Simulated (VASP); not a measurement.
Here is a VASP 6.6.1 calculation.

Contents of INCAR:

```
PREC = Accurate
ENCUT = 520
EDIFF = 1E-7
ISMEAR = 0
SIGMA = 0.1
LREAL = False
LASPH = True
NELM = 100
ALGO = Fast
ISIF = 2
LWAVE = False
LCHARG = False
GGA = PE
NBANDS = 50
```

Contents of KPOINTS:

```
Automatic mesh
0
Gamma
  8 8 8
```

POSCAR

```
Al3Rh2
1.0
    5.7395046663      0.0000000000      0.0000000000
    0.0000000000      5.7395046663      0.0000000000
    0.0000000000      0.0000000000      5.7395046663
Al Rh
6 4
Direct
    0.0000000000      0.5000000000      0.5000000000
    0.0000000000      0.5000000000      0.0000000000
    0.5000000000      0.0000000000      0.5000000000
    0.0000000000      0.0000000000      0.5000000000
    0.5000000000      0.0000000000      0.0000000000
    0.5000000000      0.5000000000      0.0000000000
    0.2500000000      0.2500000000      0.2500000000
    0.2500000000      0.7500000000      0.7500000000
    0.7500000000      0.7500000000      0.2500000000
    0.7500000000      0.2500000000      0.7500000000
```

Potentials or basis: VASP PAW PBE potentials, release 64 (Al, Rh_pv).

Launch:

```bash
$ cat potpaw_PBE.64/Al/POTCAR potpaw_PBE.64/Rh_pv/POTCAR > POTCAR
$ mpirun -np 1 vasp_std > vasp.out
```

**Question.** What does it give for the band gap on the k mesh?

**Answer.** Zero (bands 39 and 40 overlap by 0.65 eV).

**Question.** What does it give for the pressure?

**Answer.** 0.0 GPa.
